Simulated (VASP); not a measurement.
Set up this calculation in VASP 6.6.1, as the native input.

```
Task                   : single point
Functional             : LDA
Potentials or basis    : VASP PAW LDA potentials, release 64 (Y_sv)
Cutoff                 : 520 eV
k mesh                 : 16 × 16 × 16
Occupations            : fermi-dirac, width 0.1 eV
Spin                   : no spin polarisation
Dipole correction      : no
Further INCAR settings : ALGO = Normal; EDIFF = 1e-06; NBANDS = 12
```

The structure of Y lies in POSCAR:

```
Y
1.0
    3.1408734753      0.0000000000      0.0000000000
    0.0000000000      3.1408734753      0.0000000000
    0.0000000000      0.0000000000      3.1408734753
Y
1
Direct
    0.0000000000      0.0000000000      0.0000000000
```

These files were run (other wordings do the same):

INCAR

```
SYSTEM = Y
PREC = Accurate
ENCUT = 520
EDIFF = 1E-6
ISMEAR = -1
SIGMA = 0.1
LREAL = .FALSE.
LASPH = .TRUE.
NELM = 60
ALGO = Normal
ISIF = 2
LWAVE = .FALSE.
LCHARG = .FALSE.
NBANDS = 12
```

KPOINTS

```
Automatic mesh
0
G
  16 16 16
  0 0 0
```

Potentials or basis: VASP PAW LDA potentials, release 64 (Y_sv).

Launch:

```bash
$ cat potpaw_LDA.64/Y_sv/POTCAR > POTCAR
$ mpirun -np 1 vasp_std > vasp.out
```

It gave:

```
Pressure : -0.2 GPa
```

Run time: 62 s on 1 thread of AMD EPYC 7R13 (shared host), peak memory 0.16 GiB.
